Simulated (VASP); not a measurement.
# SnSe (Fm-3m) in VASP: notebook

SnSe is run at these levels: BHLYP, PBEsol-based global hybrid with 25 % exact exchange; tasks: single point, relaxation of cell and atoms.

Everything below comes from runs of VASP 6.6.1. Logs are shortened: lines on timing, memory, paths and dates and some standing lists are left out, and cuts for length are marked.

**1. The cell of the first run**

It takes space group Fm-3m (No. 225, cubic). Conventional cell: a = 6.060 Å, b = 6.060 Å, c = 6.060 Å, α = 90.00°, β = 90.00°, γ = 90.00°. Within 4.0 Å of Sn (site symmetry m-3m) lie 6 Se at 3.03 Å. Within 4.0 Å of Se (site symmetry m-3m) lie 6 Sn at 3.03 Å.

**2. Single point, BHLYP**

The input, POSCAR:

```
SnSe
1.0
    0.0000000000      3.0299343558      3.0299343558
    3.0299343558      0.0000000000      3.0299343558
    3.0299343558      3.0299343558      0.0000000000
Sn Se
1 1
Direct
    0.0000000000      0.0000000000      0.0000000000
    0.5000000000      0.5000000000      0.5000000000
```

The input, INCAR.step1:

```
SYSTEM = SnSe
PREC = Accurate
ENCUT = 520
EDIFF = 1E-5
ISMEAR = -1
SIGMA = 0.05
LREAL = .False.
LASPH = .True.
NELM = 60
ALGO = Normal
ISIF = 2
LWAVE = .True.
LCHARG = .False.
NBANDS = 17
GGA = PE
```

The input, INCAR.step2:

```
SYSTEM = SnSe
PREC = Accurate
ENCUT = 520
EDIFF = 1E-6
ISMEAR = -1
SIGMA = 0.05
LREAL = .False.
LASPH = .True.
NELM = 60
ALGO = Normal
ISIF = 2
LWAVE = .False.
LCHARG = .False.
GGA = B5
LHFCALC = .True.
AEXX = 0.5
ALDAX = 0.5
AGGAX = 0.5
AGGAC = 1.0
ALDAC = 0.0
PRECFOCK = Normal
NBANDS = 17
ISTART = 1
```

The input, KPOINTS:

```
Automatic mesh
0
Gamma
  4 4 4
  0 0 0
```

Potentials or basis: VASP PAW PBE potentials, release 64 (Sn_d, Se).

Started as:

```bash
cat potpaw_PBE.64/Sn_d/POTCAR potpaw_PBE.64/Se/POTCAR > POTCAR
cp INCAR.step1 INCAR
mpirun -np 1 vasp_std > vasp.out
cp INCAR.step2 INCAR
mpirun -np 1 vasp_std > vasp.out
```

OUTCAR:

```text
SYSTEM = SnSe
   PREC = Accurate
   ENCUT = 520
   EDIFF = 1E-6
   ISMEAR = -1
   LREAL = .False.
   LASPH = .True.
   NELM = 60
   ISIF = 2
   GGA = B5
   LHFCALC = .True.
   AEXX = 0.5
   PRECFOCK = Normal
   ISTART = 1

 ion  position               nearest neighbor table
   1  0.000  0.000  0.000-   2 3.03   2 3.03   2 3.03   2 3.03   2 3.03   2 3.03
   2  0.500  0.500  0.500-   1 3.03   1 3.03   1 3.03   1 3.03   1 3.03   1 3.03

  LATTYP: Found a face centered cubic cell.
 ALAT       =     6.0598687116

  Lattice vectors:

 A1 = (   0.0000000000,   3.0299343558,   3.0299343558)
 A2 = (   3.0299343558,   0.0000000000,   3.0299343558)
 A3 = (   3.0299343558,   3.0299343558,   0.0000000000)

Analysis of symmetry for initial positions (statically):
=====================================================================
 Subroutine PRICEL returns:
 Original cell was already a primitive cell.

 Routine SETGRP: Setting up the symmetry group for a
 face centered cubic supercell.

 Subroutine GETGRP returns: Found 48 space group operations
 (whereof 48 operations were pure point group operations)
 out of a pool of 48 trial point group operations.

The static configuration has the point symmetry O_h .

Analysis of symmetry for dynamics (positions and initial velocities):
=====================================================================
 Subroutine PRICEL returns:
 Original cell was already a primitive cell.

 Routine SETGRP: Setting up the symmetry group for a
 face centered cubic supercell.

 Subroutine GETGRP returns: Found 48 space group operations
 (whereof 48 operations were pure point group operations)
 out of a pool of 48 trial point group operations.

The dynamic configuration has the point symmetry O_h .

 Subroutine INISYM returns: Found 48 space group operations
 (whereof 48 operations are pure point group operations),
 and found     1 'primitive' translations

----------------------------------------------------------------------------------------

                                     Primitive cell

  volume of cell :      55.6326

  direct lattice vectors                    reciprocal lattice vectors
     0.000000000  3.029934356  3.029934356    -0.165020077  0.165020077  0.165020077
     3.029934356  0.000000000  3.029934356     0.165020077 -0.165020077  0.165020077
     3.029934356  3.029934356  0.000000000     0.165020077  0.165020077 -0.165020077

  length of vectors
     4.284974259  4.284974259  4.284974259     0.285823157  0.285823157  0.285823157

  position of ions in fractional coordinates (direct lattice)
     0.000000000  0.000000000  0.000000000
     0.500000000  0.500000000  0.500000000

  ion indices of the primitive-cell ions
   primitive index   ion index
                 1           1
                 2           2

----------------------------------------------------------------------------------------

 KPOINTS: Automatic mesh

Automatic generation of k-mesh.
 Grid dimensions read from file:
 generate k-points for:    4    4    4

 Generating k-lattice:

  Cartesian coordinates                     Fractional coordinates (reciprocal lattice)
    -0.041255019  0.041255019  0.041255019     0.250000000  0.000000000  0.000000000
     0.041255019 -0.041255019  0.041255019     0.000000000  0.250000000  0.000000000
     0.041255019  0.041255019 -0.041255019     0.000000000  0.000000000  0.250000000

  Length of vectors
     0.071455789  0.071455789  0.071455789

  Shift w.r.t. Gamma in fractional coordinates (k-lattice)
     0.000000000  0.000000000  0.000000000

 Subroutine IBZKPT returns following result:
 ===========================================

 Found      8 irreducible k-points:

 Following reciprocal coordinates:
            Coordinates               Weight
  0.000000  0.000000  0.000000      1.000000
  0.250000  0.000000  0.000000      8.000000
  0.500000  0.000000  0.000000      4.000000
  0.250000  0.250000  0.000000      6.000000
  0.500000  0.250000  0.000000     24.000000
 -0.250000  0.250000  0.000000     12.000000
  0.500000  0.500000  0.000000      3.000000
 -0.250000  0.500000  0.250000      6.000000
   k-points           NKPTS =      8   k-points in BZ     NKDIM =     64   number of bands    NBANDS=     17
   number of dos      NEDOS =    301   number of ions     NIONS =      2
   total plane-waves  NPLWV =  32768
   dimension x,y,z NGX =    32 NGY =   32 NGZ =   32
   dimension x,y,z NGXF=    64 NGYF=   64 NGZF=   64
   ions per type =               1   1
   NGX,Y,Z   is equivalent  to a cutoff of  12.42, 12.42, 12.42 a.u.
   NGXF,Y,Z  is equivalent  to a cutoff of  24.83, 24.83, 24.83 a.u.
 SYSTEM =  SnSe
   PREC   = accura    normal or accurate (medium, high low for compatibility)
   ISTART =      1    job   : 0-new  1-cont  2-samecut
   ICHARG =      0    charge: 1-file 2-atom 10-const
   ISPIN  =      1    spin polarized calculation?
   LNONCOLLINEAR =      F non collinear calculations
   LSORBIT =      F    spin-orbit coupling
   LASPH  =      T    aspherical Exc in radial PAW
   ENCUT  =  520.0 eV  38.22 Ry    6.18 a.u.   7.97  7.97  7.97*2*pi/ulx,y,z
   NELM   =     60;   NELMIN=  2; NELMDL=  0     # of ELM steps
   EDIFF  = 0.1E-05   stopping-criterion for ELM
   LREAL  =      F    real-space projection
   EDIFFG = 0.1E-04   stopping-criterion for IOM
   NSW    =      0    number of steps for IOM
   IBRION =     -1    ionic relax: 0-MD 1-quasi-New 2-CG
   NFREE  =      0    steps in history (QN), initial steepest desc. (CG)
   ISIF   =      2    stress and relaxation
   ISYM   =      3    0-nonsym 1-usesym 2-fastsym
   POTIM  = 0.5000    time-step for ionic-motion
   TEBEG  =    0.0;   TEEND  =   0.0 temperature during run
   PSTRESS=    0.0 pullay stress
   NELECT =      20.0000    total number of electrons
   NUPDOWN=      -1.0000    fix difference up-down
   EMIN   =  10.00;   EMAX   =-10.00  energy-range for DOS
   EFERMI =   0.00;   METHOD = LEGACY
   ISMEAR =    -1;   SIGMA  =   0.05  broadening in eV -4-tet -1-fermi 0-gaus
   EFERMI_NEDOS =   21; number of points for ismear=-14 and -15
   IALGO  =     38    algorithm
   IMIX   =      1    mixing-type and parameters
     AMIX     =   0.40;   BMIX     =  1.00
     AMIX_MAG =   1.60;   BMIX_MAG =  1.00
  volume/ion in A,a.u.               =      27.82       187.71
  Fermi-wavevector in a.u.,A,eV,Ry     =   1.164059  2.199752 18.436344  1.355033
  Thomas-Fermi vector in A             =   2.300601
   LORBIT       =      0    0 simple, 1 ext, 2 COOP (PROOUT), +10 PAW based schemes
   GGA     = B5    functional components
   LHFCALC =     T    Hartree Fock is set to
   PRECFOCK=normal    Normal, Fast or Accurate (Low or Medium for compatibility)
   ENCUT4O =  -1.0   cutoff for four orbital integrals eV
   NKREDX  =     1    reduce k-point grid by
   NKREDY  =     1    reduce k-point grid by
   NKREDZ  =     1    reduce k-point grid by
   AEXX    =    0.5000 exact exchange contribution
   HFSCREEN=    0.0000 screening length (either q_TF or 0.3 A-1)
   HFSCREENC=   0.0000 screening length for correlation (either q_TF or 0.3 A-1)
   ENCUTFOCK=  -1.0 apply spherical cutoff to Coloumb kernel
   IVDW    =     0    specifies the selected vdW correction
   LEPSILON=     F    determine dielectric tensor
   LRPA    =     F    only Hartree local field effects (RPA)
 non-spin polarized calculation
  energy-cutoff  :      520.00
  volume of cell :       55.63
 maximum number of plane-waves:      1524
  NGX = 24; NGY = 24; NGZ = 24

 number of electron      19.9999999 magnetization

 Free energy of the ion-electron system (eV)
  ---------------------------------------------------
  ext. energy  EPLUGINS =         0.00000000
  ---------------------------------------------------
  free energy    TOTEN  =       -12.27745520 eV

  energy without entropy =      -12.27745147  energy(sigma->0) =      -12.27745333

 E-fermi :   6.0341     XC(G=0):  -4.9625

 val. band max:        5.5058930118   @ k =   0.5000   0.0000   0.0000
 cond. band min:       6.5623274967   @ k =   0.5000   0.0000   0.0000
 fundamental gap:      1.0564344849
 Fermi energy:         6.0341097675

 k-point     1 :       0.0000    0.0000    0.0000
  band No.  band energies     occupation
      1     -21.6696      2.00000
      2     -21.6696      2.00000
      3     -21.6518      2.00000
      4     -21.6518      2.00000
      5     -21.6518      2.00000
      6     -12.3177      2.00000
      7      -1.4107      2.00000
      8       1.6642      2.00000
      9       1.6642      2.00000
     10       1.6642      2.00000
     11      11.7285      0.00000
     12      11.7285      0.00000
     13      11.7285      0.00000
     14      13.3740      0.00000
     15      13.3740      0.00000
     16      13.3740      0.00000
     17      15.8015      0.00000

 k-point     2 :       0.2500    0.0000    0.0000
  band No.  band energies     occupation
      1     -21.6739      2.00000
      2     -21.6739      2.00000
      3     -21.6513      2.00000
      4     -21.6471      2.00000
      5     -21.6471      2.00000
      6     -11.8449      2.00000
      7      -3.6352      2.00000
      8       1.7847      2.00000
      9       1.7847      2.00000
     10       3.5586      2.00000
     11       9.0642      0.00000
     12       9.4779      0.00000
     13       9.4779      0.00000
     14      13.7322      0.00000
     15      14.8458      0.00000
     16      14.8458      0.00000
     17      19.3404      0.00000

 k-point     3 :       0.5000    0.0000    0.0000
  band No.  band energies     occupation
      1     -21.6788      2.00000
      2     -21.6788      2.00000
      3     -21.6504      2.00000
      4     -21.6417      2.00000
      5     -21.6417      2.00000
      6     -11.2255      2.00000
      7      -5.2778      2.00000
      8       1.9517      2.00000
      9       1.9517      2.00000
     10       5.5059      1.99995
     11       6.5623      0.00005
     12       8.1079      0.00000
     13       8.1079      0.00000
     14      16.0493      0.00000
     15      17.9985      0.00000
     16      18.1476      0.00000
     17      18.1476      0.00000

 k-point     4 :       0.2500    0.2500    0.0000
  band No.  band energies     occupation
      1     -21.6841      2.00000
      2     -21.6663      2.00000
      3     -21.6551      2.00000
      4     -21.6441      2.00000
      5     -21.6441      2.00000
      6     -11.6902      2.00000
      7      -3.2479      2.00000
      8       0.7643      2.00000
      9       0.7643      2.00000
     10       2.5980      2.00000
     11       9.0016      0.00000
     12      11.2867      0.00000
     13      11.8779      0.00000
     14      11.8779      0.00000
     15      16.6805      0.00000
     16      16.9435      0.00000
     17      16.9435      0.00000

 k-point     5 :       0.5000    0.2500    0.0000
  band No.  band energies     occupation
      1     -21.6895      2.00000
      2     -21.6705      2.00000
      3     -21.6521      2.00000
      4     -21.6416      2.00000
      5     -21.6392      2.00000
      6     -11.0794      2.00000
      7      -4.3848      2.00000
      8      -0.3635      2.00000
      9       0.7896      2.00000
     10       2.0765      2.00000
     11       9.7650      0.00000
     12      10.3935      0.00000
     13      11.6062      0.00000
     14      12.9040      0.00000
     15      17.7676      0.00000
     16      18.6539      0.00000
     17      19.4173      0.00000

 k-point     6 :      -0.2500    0.2500    0.0000
  band No.  band energies     occupation
      1     -21.6798      2.00000
      2     -21.6769      2.00000
      3     -21.6480      2.00000
      4     -21.6446      2.00000
      5     -21.6434      2.00000
      6     -11.2786      2.00000
      7      -4.4510      2.00000
      8      -0.3623      2.00000
      9       1.8363      2.00000
     10       4.0196      2.00000
     11       7.9329      0.00000
     12       8.6177      0.00000
     13      11.6240      0.00000
     14      15.2048      0.00000
     15      15.3940      0.00000
     16      17.0391      0.00000
     17      18.2124      0.00000

 k-point     7 :       0.5000    0.5000    0.0000
  band No.  band energies     occupation
      1     -21.7011      2.00000
      2     -21.6630      2.00000
      3     -21.6581      2.00000
      4     -21.6360      2.00000
      5     -21.6360      2.00000
      6     -10.9084      2.00000
      7      -2.6769      2.00000
      8      -2.1440      2.00000
      9       0.0062      2.00000
     10       0.0062      2.00000
     11      10.2821      0.00000
     12      12.8893      0.00000
     13      12.8893      0.00000
     14      13.6234      0.00000
     15      18.3023      0.00000
     16      19.5707      0.00000
     17      20.6718      0.00000

 k-point     8 :      -0.2500    0.5000    0.2500
  band No.  band energies     occupation
      1     -21.6916      2.00000
      2     -21.6713      2.00000
      3     -21.6472      2.00000
      4     -21.6472      2.00000
      5     -21.6359      2.00000
      6     -10.8740      2.00000
      7      -3.8492      2.00000
      8      -1.2305      2.00000
      9      -1.2305      2.00000
     10       3.4526      2.00000
     11       8.4030      0.00000
     12      12.2235      0.00000
     13      12.2235      0.00000
     14      14.9246      0.00000
     15      14.9246      0.00000
     16      19.2265      0.00000
     17      20.8430      0.00000

------------------------ aborting loop because EDIFF is reached ----------------------------------------

  FORCE on cell =-STRESS in cart. coord.  units (eV):
  Direction    XX          YY          ZZ          XY          YZ          ZX
  --------------------------------------------------------------------------------------
  -------------------------------------------------------------------------------------
  Total       -0.1185936     -0.1185936     -0.1185936      0.0000000      0.0000000     -0.0000000
  in kB       -3.4154035     -3.4154035     -3.4154035      0.0000000      0.0000000     -0.0000000
  external PRESSURE =      -3.4154035 kB  Pullay stress =       0.0000000 kB

 VOLUME and BASIS-vectors are now :
 -----------------------------------------------------------------------------
  energy-cutoff  :      520.00
  volume of cell :       55.63
      direct lattice vectors                 reciprocal lattice vectors
     0.000000000  3.029934356  3.029934356    -0.165020077  0.165020077  0.165020077
     3.029934356  0.000000000  3.029934356     0.165020077 -0.165020077  0.165020077
     3.029934356  3.029934356  0.000000000     0.165020077  0.165020077 -0.165020077

 POSITION                                       TOTAL-FORCE (eV/Angst)
 -----------------------------------------------------------------------------------
      0.00000      0.00000      0.00000         0.000000     -0.000000      0.000000
      3.02993      3.02993      3.02993        -0.000000      0.000000     -0.000000
 -----------------------------------------------------------------------------------
    total drift:                               -0.000004      0.000000     -0.000003

  FREE ENERGIE OF THE ION-ELECTRON SYSTEM (eV)
  ---------------------------------------------------
  free  energy   TOTEN  =       -12.2774551976 eV

  energy  without entropy=      -12.2774514653  energy(sigma->0) =      -12.27745333
```

Run time: 13 min. Hardware: 1 thread of AMD EPYC 7R43 (Zen 3), shared host; peak memory 0.15 GiB.

Results:

- Free energy: -12.2775 eV
- Pressure: -0.3 GPa
- Band gap on the k mesh: 1.06 eV

Levels at points of the mesh, in eV from the valence-band top:
| k point | band 6 | band 7 | band 8 | band 9 | band 10 | band 11 | band 12 | band 13 | band 14 | band 15 |
| --- | --- | --- | --- | --- | --- | --- | --- | --- | --- | --- |
| (0.00, 0.00, 0.00) | -17.82 | -6.92 | -3.84 | -3.84 | -3.84 | 6.22 | 6.22 | 6.22 | 7.87 | 7.87 |
| (0.50, 0.00, 0.00) | -16.73 | -10.78 | -3.55 | -3.55 | 0.00 | 1.06 | 2.60 | 2.60 | 10.54 | 12.49 |
| (0.50, 0.50, 0.00) | -16.41 | -8.18 | -7.65 | -5.50 | -5.50 | 4.78 | 7.38 | 7.38 | 8.12 | 12.80 |

Caveat: the k points lie up to 0.45 Å⁻¹ apart; the PAW data sets were made with another functional, which shifts forces and pressure a little; spin-orbit coupling is left out, which moves the levels of the heavy elements.

**3. Single point, BHLYP**

This run uses another cell than the first one, of 28.36 Å³/atom.

The input, POSCAR:

```
SnSe
1.0
    0.0000000000      3.0496098055      3.0496098055
    3.0496098055      0.0000000000      3.0496098055
    3.0496098055      3.0496098055      0.0000000000
Sn Se
1 1
Direct
    0.0000000000      0.0000000000      0.0000000000
    0.5000000000      0.5000000000      0.5000000000
```

INCAR.step1: that of step 2 with these lines changed.

```diff
@@ -8,3 +8,3 @@
 LASPH = .True.
-NELM = 60
+NELM = 80
 ALGO = Normal
@@ -13,3 +13,3 @@
 LCHARG = .False.
+GGA = PE
 NBANDS = 17
-GGA = PE
```

INCAR.step2: that of step 2 with these lines changed.

```diff
@@ -8,3 +8,3 @@
 LASPH = .True.
-NELM = 60
+NELM = 80
 ALGO = Normal
@@ -21,3 +21,3 @@
 PRECFOCK = Normal
+ISTART = 1
 NBANDS = 17
-ISTART = 1
```

KPOINTS is that of step 2.

Potentials or basis: VASP PAW PBE potentials, release 64 (Sn_d, Se).

Started as:

```bash
cat potpaw_PBE.64/Sn_d/POTCAR potpaw_PBE.64/Se/POTCAR > POTCAR
cp INCAR.step1 INCAR
mpirun -np 1 vasp_std > vasp.out
cp INCAR.step2 INCAR
mpirun -np 1 vasp_std > vasp.out
```

It took 18 min on 1 thread of AMD EPYC 7R43 (Zen 3), shared host; peak memory 0.16 GiB.

It converged, with:

```yaml
Free_energy: -12.2722 eV
Pressure: -1.3 GPa
Band_gap_on_the_k_mesh: 0.94 eV
```

Levels at points of the mesh, in eV from the valence-band top:
```tsv
k point	band 7	band 8	band 9	band 10	band 11	band 12	band 13	band 14
(0.00, 0.00, 0.00)	-7.01	-3.80	-3.80	-3.80	6.12	6.12	6.12	7.87
(0.50, 0.00, 0.00)	-10.69	-3.51	-3.51	0.00	0.94	2.60	2.60	10.46
(0.50, 0.50, 0.00)	-8.20	-7.51	-5.41	-5.41	4.82	7.24	7.24	7.96
```

Caveat: the k points lie up to 0.45 Å⁻¹ apart; the PAW data sets were made with another functional, which shifts forces and pressure a little; spin-orbit coupling is left out, which moves the levels of the heavy elements. A k mesh can miss the band edges.

**4. Single point, BHLYP**

This run uses another cell than the first one, of 28.91 Å³/atom.

The input, POSCAR:

```
SnSe
1.0
    0.0000000000      3.0690345955      3.0690345955
    3.0690345955      0.0000000000      3.0690345955
    3.0690345955      3.0690345955      0.0000000000
Sn Se
1 1
Direct
    0.0000000000      0.0000000000      0.0000000000
    0.5000000000      0.5000000000      0.5000000000
```

The input, INCAR.step1:

```
SYSTEM = SnSe
ALGO = Normal
EDIFF = 1E-5
ENCUT = 520
GGA = PE
ISIF = 2
ISMEAR = -1
LASPH = .True.
LCHARG = .False.
LREAL = .False.
LWAVE = .True.
NBANDS = 17
NELM = 80
PREC = Accurate
SIGMA = 0.05
```

The input, INCAR.step2:

```
SYSTEM = SnSe
AEXX = 0.5
AGGAC = 1.0
AGGAX = 0.5
ALDAC = 0.0
ALDAX = 0.5
ALGO = Normal
EDIFF = 1E-6
ENCUT = 520
GGA = B5
ISIF = 2
ISMEAR = -1
ISTART = 1
LASPH = .True.
LCHARG = .False.
LHFCALC = .True.
LREAL = .False.
LWAVE = .False.
NBANDS = 17
NELM = 80
PREC = Accurate
PRECFOCK = Normal
SIGMA = 0.05
```

The input, KPOINTS:

```
k-points
0
Gamma
  4 4 4
  0 0 0
```

Started as:

```bash
cat potpaw_PBE.64/Sn_d/POTCAR potpaw_PBE.64/Se/POTCAR > POTCAR
cp INCAR.step1 INCAR
mpirun -np 1 vasp_std > vasp.out
cp INCAR.step2 INCAR
mpirun -np 1 vasp_std > vasp.out
```

Wall time 26 min (1 thread of AMD EPYC 7R43 (Zen 3), shared host); peak memory 0.16 GiB.

It converged, with:

| Property | Result |
| --- | --- |
| Free energy | -12.2608 eV |
| Pressure | -2.1 GPa |
| Band gap on the k mesh | 0.83 eV |

Levels at points of the mesh, in eV from the valence-band top:
| k point | band 8 | band 9 | band 10 | band 11 | band 12 | band 13 |
| --- | --- | --- | --- | --- | --- | --- |
| (0.00, 0.00, 0.00) | -3.75 | -3.75 | -3.75 | 6.02 | 6.02 | 6.02 |
| (0.50, 0.00, 0.00) | -3.47 | -3.47 | 0.00 | 0.83 | 2.59 | 2.59 |
| (0.50, 0.50, 0.00) | -7.38 | -5.33 | -5.33 | 4.86 | 7.10 | 7.10 |

Caveat: the k points lie up to 0.44 Å⁻¹ apart; the PAW data sets were made with another functional, which shifts forces and pressure a little; spin-orbit coupling is left out, which moves the levels of the heavy elements. A k mesh can miss the band edges.

[end of part 1 of 2]
